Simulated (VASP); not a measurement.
Write the native input for VASP 6.6.1 that does the following.

```yaml
Task: single point
Functional: PBE
Potentials_or_basis: VASP PAW PBE potentials, release 64 (Al, O)
Cutoff: 520 eV
k_mesh: 6 × 6 × 6
Occupations: gaussian, width 0.05 eV
Spin: no spin polarisation
Dipole_correction: no
Further_INCAR_settings: ALGO = Normal; EDIFF = 1e-07; NBANDS = 35
```

The structure of Al2O3 lies in POSCAR:

```
Al2O3
1.0
    2.3529178629      1.3584577615      4.5660724047
   -2.3529178629      1.3584577615      4.5660724047
    0.0000000000     -2.7169155230      4.5660724047
Al O
4 6
Direct
    0.8483187546      0.8483187546      0.8483187546
    0.6516812454      0.6516812454      0.6516812454
    0.1516812454      0.1516812454      0.1516812454
    0.3483187546      0.3483187546      0.3483187546
    0.0561574040      0.4438425960      0.7500000000
    0.7500000000      0.0561574040      0.4438425960
    0.4438425960      0.7500000000      0.0561574040
    0.9438425960      0.5561574040      0.2500000000
    0.2500000000      0.9438425960      0.5561574040
    0.5561574040      0.2500000000      0.9438425960
```

This cell differs from its parent crystal: c/a of the conventional cell at fixed volume 2.9109.

These files were run (other wordings do the same):

INCAR

```
SYSTEM = Al2O3
PREC = Accurate ; ENCUT = 520
EDIFF = 1E-7 ; ISMEAR = 0
SIGMA = 0.05 ; LREAL = .False.
LASPH = .True. ; NELM = 60
ALGO = Normal ; ISIF = 2
LWAVE = .False. ; LCHARG = .False.
GGA = PE ; NBANDS = 35
```

KPOINTS

```
Automatic mesh
0
Gamma
  6 6 6
  0 0 0
```

Potentials or basis: VASP PAW PBE potentials, release 64 (Al, O).

Run with:

```sh
$ cat potpaw_PBE.64/Al/POTCAR potpaw_PBE.64/O/POTCAR > POTCAR
$ mpirun -np 1 vasp_std > vasp.out
```

Results of the run:

```
Pressure               : 0.6 GPa
Largest force          : 0.434 eV/Å
Band gap on the k mesh : 5.66 eV, direct
```

Wall time 110 s on 1 thread of Intel(R) Xeon(R) Platinum 8259CL CPU @ 2.50GHz (Skylake/Cascade Lake) (shared host), peak memory 0.26 GiB.
